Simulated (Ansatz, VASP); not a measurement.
**One calculation of ZnO, two programs**

```xyz
4
Lattice="3.2493 0.0000 0.0000 -1.6247 2.8140 0.0000 0.0000 0.0000 5.2057" Properties=species:S:1:pos:R:3 pbc="T T T"
Zn    1.6247    0.9380    0.0000
Zn    0.0000    1.8760    2.6029
O     0.0000    1.8760    4.5759
O     1.6247    0.9380    1.9730
```

Alike in both runs: task relaxation of cell and atoms; functional revPBE; k mesh 9 × 9 × 5; occupations fermi-dirac, width 0.05 eV; no spin polarisation.

|  | VASP | Ansatz |
| --- | --- | --- |
| version | VASP 6.6.1 | Ansatz 0.2.0 |
| potentials or method | VASP PAW PBE potentials, release 64 (Zn, O) | Ansatz PAW |
| plane-wave cutoff (eV) | 600 | 420 |
| valence electrons in the cell | 36 | 36 |

|  | VASP | Ansatz | Ansatz less VASP |
| --- | --- | --- | --- |
| gap on the k mesh at the Fermi level, each at its own relaxed structure (eV) | 0.75 | 0.78 | +0.031 |
| relaxed volume (Å³/atom) | 12.73 | 12.64 | -0.091 |
| relaxed cell length with the largest relative difference (Å) | 3.317 | 3.308 | -0.0098 |

VASP's potentials were made for PBE, not for revPBE.

Noted on Ansatz's run: odd divisions of the mesh miss points on the zone boundary, where band edges often lie, so the gap on the mesh can be too wide; the plane-wave basis is chosen anew once the cell has moved, so the energies of steps on either side of that aren't comparable.
